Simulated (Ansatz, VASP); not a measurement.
## Two plane-wave programs on MoH3Pb

```xyz
5
Lattice="3.7816 0.0000 0.0000 0.0000 3.7816 0.0000 0.0000 0.0000 3.7816" Properties=species:S:1:pos:R:3 pbc="T T T"
H     0.0000    1.8908    1.8908
H     1.8908    0.0000    1.8908
H     1.8908    1.8908    0.0000
Mo    1.8908    1.8908    1.8908
Pb    0.0000    0.0000    0.0000
```

Alike in both runs: functional PBE; k mesh 10 × 10 × 10; occupations gaussian, width 0.1 eV; no spin polarisation.

Ansatz relaxed the structure, and its values are those at the end. VASP's run is a single point on that final structure, the one shown.

|  | VASP | Ansatz |
| --- | --- | --- |
| version | VASP 6.6.1 | Ansatz 0.2.0 |
| potentials or method | VASP PAW PBE potentials, release 64 (H, Mo_sv, Pb_d), cutoff 520 eV | scalar-relativistic, plane waves, PAW |
| valence electrons in the cell | 31 | 31 |

```csv
,VASP,Ansatz,Ansatz less VASP
gap on the k mesh at the Fermi level (eV),none,none,-
pressure (GPa),0.0,0.0,+0.02
```

A gap of «none» marks a metal or a gap that the smearing closes.

Neither program's run includes spin-orbit coupling.
